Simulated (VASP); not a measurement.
# BAs (F-43m) in VASP: settings compared

Aim: see how the results for BAs move with the level of theory and the settings. Levels: PBE, LDA. Tasks: vibrations by perturbation theory, dielectric tensor.

Program: VASP 6.6.1. These are calculated values, not measurements. Logs are shortened: lines on timing, memory, paths and dates and some standing lists are left out, and cuts for length are marked.

## (1) The cell of the first run

It takes space group F-43m (No. 216, cubic). The conventional cell has a = 4.777 Å, b = 4.777 Å, c = 4.777 Å, α = 90.00°, β = 90.00°, γ = 90.00°. Within 2.7 Å of As (site symmetry -43m) lie 4 B at 2.07 Å. B (site symmetry -43m) has 4 As at 2.07 Å within 2.7 Å.

## (2) Vibrations by perturbation theory, PBE

The input, INCAR:

```
ALGO = Normal
EDIFF = 1E-8
ENCUT = 520
GGA = PE
IBRION = 8
ISIF = 2
ISMEAR = 0
LASPH = True
LCHARG = False
LEPSILON = True
LREAL = False
LWAVE = False
NBANDS = 11
NELM = 60
NSW = 1
PREC = Accurate
SIGMA = 0.01
```

The input, KPOINTS:

```
k-points
0
Gamma
  7 7 7
```

The input, POSCAR:

```
BAs
1.0
    0.0000000000      2.3885000000      2.3885000000
    2.3885000000      0.0000000000      2.3885000000
    2.3885000000      2.3885000000      0.0000000000
As B
1 1
Direct
    0.7500000000      0.7500000000      0.7500000000
    0.0000000000      0.0000000000      0.0000000000
```

Potentials or basis: VASP PAW PBE potentials, release 64 (As, B).

Command:

```sh
$ cat potpaw_PBE.64/As/POTCAR potpaw_PBE.64/B/POTCAR > POTCAR
$ mpirun -np 1 vasp_std > vasp.out
```

OUTCAR:

```text
EDIFF = 1E-8
   ENCUT = 520
   GGA = PE
   IBRION = 8
   ISIF = 2
   ISMEAR = 0
   LASPH = True
   LEPSILON = True
   LREAL = False
   NELM = 60
   NSW = 1
   PREC = Accurate

 ion  position               nearest neighbor table
   1  0.750  0.750  0.750-   2 2.07   2 2.07   2 2.07   2 2.07
   2  0.000  0.000  0.000-   1 2.07   1 2.07   1 2.07   1 2.07

  LATTYP: Found a face centered cubic cell.
 ALAT       =     4.7770000000

  Lattice vectors:

 A1 = (   0.0000000000,   2.3885000000,   2.3885000000)
 A2 = (   2.3885000000,   0.0000000000,   2.3885000000)
 A3 = (   2.3885000000,   2.3885000000,   0.0000000000)

Analysis of symmetry for initial positions (statically):
=====================================================================
 Subroutine PRICEL returns:
 Original cell was already a primitive cell.

 Routine SETGRP: Setting up the symmetry group for a
 face centered cubic supercell.

 Subroutine GETGRP returns: Found 24 space group operations
 (whereof 24 operations were pure point group operations)
 out of a pool of 48 trial point group operations.

The static configuration has the point symmetry T_d .

Analysis of symmetry for dynamics (positions and initial velocities):
=====================================================================
 Subroutine PRICEL returns:
 Original cell was already a primitive cell.

 Routine SETGRP: Setting up the symmetry group for a
 face centered cubic supercell.

 Subroutine GETGRP returns: Found 24 space group operations
 (whereof 24 operations were pure point group operations)
 out of a pool of 48 trial point group operations.

The dynamic configuration has the point symmetry T_d .

 Subroutine INISYM returns: Found 24 space group operations
 (whereof 24 operations are pure point group operations),
 and found     1 'primitive' translations

----------------------------------------------------------------------------------------

                                     Primitive cell

  volume of cell :      27.2525

  direct lattice vectors                    reciprocal lattice vectors
     0.000000000  2.388500000  2.388500000    -0.209336404  0.209336404  0.209336404
     2.388500000  0.000000000  2.388500000     0.209336404 -0.209336404  0.209336404
     2.388500000  2.388500000  0.000000000     0.209336404  0.209336404 -0.209336404

  length of vectors
     3.377849094  3.377849094  3.377849094     0.362581287  0.362581287  0.362581287

  position of ions in fractional coordinates (direct lattice)
     0.750000000  0.750000000  0.750000000
     0.000000000  0.000000000  0.000000000

  ion indices of the primitive-cell ions
   primitive index   ion index
                 1           1
                 2           2

----------------------------------------------------------------------------------------

 KPOINTS: k-points

Automatic generation of k-mesh.
 Grid dimensions read from file:
 generate k-points for:    7    7    7

 Generating k-lattice:

  Cartesian coordinates                     Fractional coordinates (reciprocal lattice)
    -0.029905201  0.029905201  0.029905201     0.142857143  0.000000000  0.000000000
     0.029905201 -0.029905201  0.029905201     0.000000000  0.142857143  0.000000000
[... 422 lines left out ...]
  ---------------------------------------------------
  free energy    TOTEN  =        -0.77519645 eV

  energy without entropy =       -0.77519645

------------------------ aborting loop because EDIFF is reached ----------------------------------------

--------------------------------------- Ionic step        2  -------------------------------------------

------------------------ aborting loop because EDIFF is reached ----------------------------------------

--------------------------------------- Ionic step        3  -------------------------------------------

------------------------ aborting loop because EDIFF is reached ----------------------------------------

 PIEZOELECTRIC TENSOR FIELD DIRECTION 3  (e Angst)
 -----------------------------------------------------------------------------
     0.00003 -0.13957  0.00000           (  0.00000 -0.10406  0.00000)
    -0.13957  0.00003  0.00000           ( -0.10406  0.00000  0.00000)
     0.00000  0.00000 -0.00080           (  0.00000  0.00000 -0.00000)

 PIEZOELECTRIC TENSOR FIELD DIRECTION 3  (C/m^2)
 -----------------------------------------------------------------------------
     0.00002 -0.08205  0.00000
    -0.08205  0.00002  0.00000
     0.00000  0.00000 -0.00047

--------------------------------------- Ionic step        4  -------------------------------------------

------------------------ aborting loop because EDIFF is reached ----------------------------------------

[... ionic steps 5 to 6 ...]

--------------------------------------- Ionic step        7  -------------------------------------------

 Free energy of the ion-electron system (eV)
  ---------------------------------------------------
  ---------------------------------------------------
  free energy    TOTEN  =        -0.04082294 eV

  energy without entropy =       -0.04082294

------------------------ aborting loop because EDIFF is reached ----------------------------------------

 INTERNAL STRAIN TENSOR  FOR ION    2  DIRECTION 1   (eV/Angst):
 -----------------------------------------------------------------------------
    -0.00370  0.00000  0.00000
     0.00000  0.00101 -7.53375
     0.00000 -7.53375  0.00101

 MACROSCOPIC STATIC DIELECTRIC TENSOR (including local field effects in DFT)
 ------------------------------------------------------
          10.540613    -0.000000    -0.000000
          -0.000000    10.540613    -0.000000
          -0.000000    -0.000000    10.540613
 ------------------------------------------------------

 PIEZOELECTRIC TENSOR (including local field effects)  for field in x, y, z        (e  Angst)
          XX          YY          ZZ          XY          YZ          ZX
  --------------------------------------------------------------------------------
  x    -0.00000     0.00000     0.00000     0.00000    -0.12901     0.00000
  y     0.00000    -0.00000    -0.00000     0.00000     0.00000    -0.12901
  z     0.00000     0.00000    -0.00000    -0.12901     0.00000     0.00000

 PIEZOELECTRIC TENSOR (including local field effects)  for field in x, y, z        (C/m^2)
          XX          YY          ZZ          XY          YZ          ZX
  --------------------------------------------------------------------------------
  x    -0.00000     0.00000     0.00000     0.00000    -0.07584     0.00000
  y     0.00000    -0.00000    -0.00000     0.00000     0.00000    -0.07584
  z     0.00000     0.00000    -0.00000    -0.07584     0.00000     0.00000

 BORN EFFECTIVE CHARGES (including local field effects) (in |e|, cummulative output)
 ---------------------------------------------------------------------------------
 ion    1
    1     0.51649     0.00000     0.00000
    2     0.00000     0.51649     0.00000
    3     0.00000     0.00000     0.51649
 ion    2
    1    -0.51649     0.00000     0.00000
    2     0.00000    -0.51649     0.00000
    3     0.00000    -0.00000    -0.51649

 INTERNAL STRAIN TENSOR FOR ION    2 for displacements in x,y,z  (eV/Angst):
          X           Y           Z          XY          YZ          ZX
  --------------------------------------------------------------------------------
  x    -0.00000     0.00000     0.00000     0.00000    -7.53375     0.00000
  y    -0.00000    -0.00000    -0.00000     0.00000     0.00000    -7.53375
  z     0.00000     0.00000    -0.00000    -7.53375     0.00000     0.00000

 SECOND DERIVATIVES (NOT SYMMETRIZED)
 ------------------------------------
               1X          1Y          1Z          2X          2Y          2Z
  1X   -16.871853    0.000000    0.000000   16.871853    0.000000    0.000000
  1Y     0.000000  -16.871853    0.000000    0.000000   16.871853    0.000000
  1Z     0.000000    0.000000  -16.871853    0.000000    0.000000   16.871853
  2X    16.876076    0.000000    0.000000  -16.876076    0.000000    0.000000
  2Y     0.000000   16.876076    0.000000    0.000000  -16.876076    0.000000
  2Z     0.000000    0.000000   16.876076    0.000000    0.000000  -16.876076

 Eigenvectors and eigenvalues of the dynamical matrix
 ----------------------------------------------------

   1 f  =   20.893732 THz   131.279187 2PiTHz  696.939866 cm-1    86.409492 meV
             X         Y         Z           dx          dy          dz
      3.582750  3.582750  3.582750    -0.324008   -0.145232   -0.000000
      0.000000  0.000000  0.000000     0.853064    0.382373   -0.000000
[... 21 lines left out ...]
   6 f/i=    0.000868 THz     0.005453 2PiTHz    0.028950 cm-1     0.003589 meV
             X         Y         Z           dx          dy          dz
      3.582750  3.582750  3.582750     0.934838    0.001970    0.000562
      0.000000  0.000000  0.000000     0.355067    0.000748    0.000214

--------------------------------------------------------------------------------------------------------

 MACROSCOPIC STATIC DIELECTRIC TENSOR IONIC CONTRIBUTION
 ------------------------------------------------------
           0.104970     0.000000    -0.000000
           0.000000     0.104970    -0.000000
          -0.000000    -0.000000     0.104970
 ------------------------------------------------------

 ELASTIC MODULI CONTR FROM IONIC RELAXATION (kBar)
 Direction    XX          YY          ZZ          XY          YZ          ZX
 --------------------------------------------------------------------------------
 XX          -0.0000     -0.0000     -0.0000     -0.0000     -0.0000      0.0000
 YY          -0.0000     -0.0000     -0.0000     -0.0000     -0.0000     -0.0000
 ZZ          -0.0000     -0.0000     -0.0000     -0.0000     -0.0000      0.0000
 XY          -0.0000     -0.0000     -0.0000   -189.5478      0.0000      0.0000
 YZ          -0.0000     -0.0000     -0.0000      0.0000   -189.5478     -0.0000
 ZX           0.0000     -0.0000      0.0000      0.0000     -0.0000   -189.5478
 --------------------------------------------------------------------------------

 PIEZOELECTRIC TENSOR IONIC CONTR  for field in x, y, z        (C/m^2)
          XX          YY          ZZ          XY          YZ          ZX
  --------------------------------------------------------------------------------
  x     0.00000     0.00000     0.00000    -0.00000     0.13273     0.00000
  y    -0.00000     0.00000    -0.00000    -0.00000     0.00000     0.13273
  z     0.00000     0.00000     0.00000     0.13273    -0.00000    -0.00000
```

Wall time 4.6 min (1 thread of Intel Xeon 8259CL, shared host); peak memory 0.21 GiB.

Results:

```
Electronic dielectric tensor (diagonal)                 : 10.54
Born charges (mean of the diagonal)                     : As +0.52; B -0.52 e
Highest phonon frequency at Γ, LO-TO splitting left out : 697 cm⁻¹
```

Phonon frequencies in cm⁻¹ (negative: imaginary):
```tsv
q point	frequencies
(0.000, 0.000, 0.000)	0 0 0 697 697 697
```

Electronic dielectric tensor:
```
10.54  0.00  0.00
 0.00 10.54  0.00
 0.00  0.00 10.54
```

Born effective charge tensors (e):
atom 1, As
```
0.52 0.00 0.00
0.00 0.52 0.00
0.00 0.00 0.52
```
atom 2, B
```
-0.52  0.00  0.00
 0.00 -0.52  0.00
 0.00  0.00 -0.52
```

Caveat: the cell stands under pressure or tension, which shifts response properties.

## (3) Dielectric tensor, LDA

The input, INCAR:

```
SYSTEM = BAs
PREC = Accurate
ENCUT = 520
EDIFF = 1E-8
ISMEAR = 0
SIGMA = 0.01
LREAL = .False.
LASPH = .True.
NELM = 80
ALGO = Normal
ISIF = 2
LWAVE = .False.
LCHARG = .False.
GGA = CA
LEPSILON = .True.
```

The input, KPOINTS:

```
Automatic mesh
0
Gamma
  10 10 10
  0 0 0
```

POSCAR is that of step 2.

Potentials or basis: VASP PAW LDA potentials, release 64 (As, B).

Command:

```sh
$ cat potpaw_LDA.64/As/POTCAR potpaw_LDA.64/B/POTCAR > POTCAR
$ mpirun -np 1 vasp_std > vasp.out
```

OUTCAR:

```text
SYSTEM = BAs
   PREC = Accurate
   ENCUT = 520
   EDIFF = 1E-8
   ISMEAR = 0
   LREAL = .False.
   LASPH = .True.
   NELM = 80
   ISIF = 2
   GGA = CA
   LEPSILON = .True.

 ion  position               nearest neighbor table
   1  0.750  0.750  0.750-   2 2.07   2 2.07   2 2.07   2 2.07
   2  0.000  0.000  0.000-   1 2.07   1 2.07   1 2.07   1 2.07

  LATTYP: Found a face centered cubic cell.
 ALAT       =     4.7770000000

  Lattice vectors:

 A1 = (   0.0000000000,   2.3885000000,   2.3885000000)
 A2 = (   2.3885000000,   0.0000000000,   2.3885000000)
 A3 = (   2.3885000000,   2.3885000000,   0.0000000000)

Analysis of symmetry for initial positions (statically):
=====================================================================
 Subroutine PRICEL returns:
 Original cell was already a primitive cell.

 Routine SETGRP: Setting up the symmetry group for a
 face centered cubic supercell.

 Subroutine GETGRP returns: Found 24 space group operations
 (whereof 24 operations were pure point group operations)
 out of a pool of 48 trial point group operations.

The static configuration has the point symmetry T_d .

Analysis of symmetry for dynamics (positions and initial velocities):
=====================================================================
 Subroutine PRICEL returns:
 Original cell was already a primitive cell.

 Routine SETGRP: Setting up the symmetry group for a
 face centered cubic supercell.

 Subroutine GETGRP returns: Found 24 space group operations
[... 444 lines left out ...]
  ---------------------------------------------------
  free  energy   TOTEN  =       -12.9208856545 eV

  energy  without entropy=      -12.9208856545  energy(sigma->0) =      -12.92088565

 HEAD OF MICROSCOPIC STATIC DIELECTRIC TENSOR (INDEPENDENT PARTICLE, excluding Hartree and local field effects)
 ------------------------------------------------------
          10.290833     0.000000     0.000000
          -0.000000    10.290833    -0.000000
           0.000000     0.000000    10.290833
 ------------------------------------------------------

 Free energy of the ion-electron system (eV)
  ---------------------------------------------------
  ---------------------------------------------------
  free energy    TOTEN  =        -0.70998110 eV

  energy without entropy =       -0.70998110

------------------------ aborting loop because EDIFF is reached ----------------------------------------

--------------------------------------- Ionic step        2  -------------------------------------------

------------------------ aborting loop because EDIFF is reached ----------------------------------------

--------------------------------------- Ionic step        3  -------------------------------------------

 Free energy of the ion-electron system (eV)
  ---------------------------------------------------
  ---------------------------------------------------
  free energy    TOTEN  =        -0.70998129 eV

  energy without entropy =       -0.70998129

------------------------ aborting loop because EDIFF is reached ----------------------------------------

 PIEZOELECTRIC TENSOR FIELD DIRECTION 3  (e Angst)
 -----------------------------------------------------------------------------
    -0.00040 -0.14616  0.00000           ( -0.00000 -0.10169  0.00000)
    -0.14616 -0.00040  0.00000           ( -0.10169 -0.00000  0.00000)
     0.00000  0.00000 -0.00003           (  0.00000  0.00000 -0.00000)

 PIEZOELECTRIC TENSOR FIELD DIRECTION 3  (C/m^2)
 -----------------------------------------------------------------------------
    -0.00023 -0.08593  0.00000
    -0.08593 -0.00023  0.00000
     0.00000  0.00000 -0.00002

 MACROSCOPIC STATIC DIELECTRIC TENSOR (including local field effects in DFT)
 ------------------------------------------------------
           9.850356    -0.000000    -0.000000
          -0.000000     9.850356    -0.000000
           0.000000    -0.000000     9.850356
 ------------------------------------------------------

 PIEZOELECTRIC TENSOR (including local field effects)  for field in x, y, z        (e  Angst)
          XX          YY          ZZ          XY          YZ          ZX
  --------------------------------------------------------------------------------
  x     0.00000     0.00000     0.00000     0.00000    -0.14028     0.00000
  y     0.00000    -0.00000    -0.00000     0.00000     0.00000    -0.14028
  z     0.00000    -0.00000     0.00000    -0.14028     0.00000     0.00000

 PIEZOELECTRIC TENSOR (including local field effects)  for field in x, y, z        (C/m^2)
          XX          YY          ZZ          XY          YZ          ZX
  --------------------------------------------------------------------------------
  x     0.00000     0.00000     0.00000     0.00000    -0.08247     0.00000
  y     0.00000    -0.00000    -0.00000     0.00000     0.00000    -0.08247
  z     0.00000    -0.00000     0.00000    -0.08247     0.00000     0.00000

 BORN EFFECTIVE CHARGES (including local field effects) (in |e|, cummulative output)
 ---------------------------------------------------------------------------------
 ion    1
    1     0.49310     0.00000     0.00000
    2     0.00000     0.49310     0.00000
    3    -0.00000     0.00000     0.49310
 ion    2
    1    -0.49310     0.00000    -0.00000
    2     0.00000    -0.49310    -0.00000
    3     0.00000    -0.00000    -0.49310
```

stdout:

```text
POSCAR found type information on POSCAR AsB
 POSCAR found :  2 types and       2 ions
 scaLAPACK will be used
 LDA part: xc-table for (Slater(with rela. corr.)+CA(PZ))
 , standard interpolation
 POSCAR, INCAR and KPOINTS ok, starting setup
 FFT: planning ... GRIDC
 FFT: planning ... GRID_SOFT
 FFT: planning ... GRID
 WAVECAR not read
 entering main loop
 Linear response reoptimize wavefunctions to high precision
 Linear response G [H, r] |phi>, progress :
  Direction:   1
 Linear response G [H, r] |phi>, progress :
  Direction:   2
 Linear response G [H, r] |phi>, progress :
  Direction:   3
 Linear response to external field (no local field effect), progress :
  Direction:   1
 dielectric tensor                  component  1 :    12.572     6.373     1.337
 Linear response to external field (no local field effect), progress :
  Direction:   2
 dielectric tensor                  component  2 :     6.375    12.716    -1.691
 Linear response to external field (no local field effect), progress :
  Direction:   3
 dielectric tensor                  component  3 :     1.333    -1.691     5.584
 Linear response to external field, progress :
  Direction:   1
 dielectric tensor                  component  1 :     9.850     2.508     1.496
 Linear response to external field, progress :
  Direction:   2
 dielectric tensor                  component  2 :     2.265     9.850     1.379
 Linear response to external field, progress :
  Direction:   3
 dielectric tensor                  component  3 :     1.814     2.191     9.850
 Born effective charges drift removed
```

Run time: 4.5 min. Hardware: 1 thread of Intel Xeon 8259CL, shared host; peak memory 0.24 GiB.

Results:

| Quantity | Value |
| --- | --- |
| Band gap on the k mesh | 1.12 eV (least direct gap 3.25 eV) |
| Electronic dielectric tensor (diagonal) | 9.85 |
| Born charges (mean of the diagonal) | As +0.49; B -0.49 e |

Electronic dielectric tensor:
```
9.85 0.00 0.00
0.00 9.85 0.00
0.00 0.00 9.85
```

Born effective charge tensors (e):
atom 1, As
```
0.49 0.00 0.00
0.00 0.49 0.00
0.00 0.00 0.49
```
atom 2, B
```
-0.49  0.00  0.00
 0.00 -0.49  0.00
 0.00  0.00 -0.49
```

A k mesh can miss the band edges.
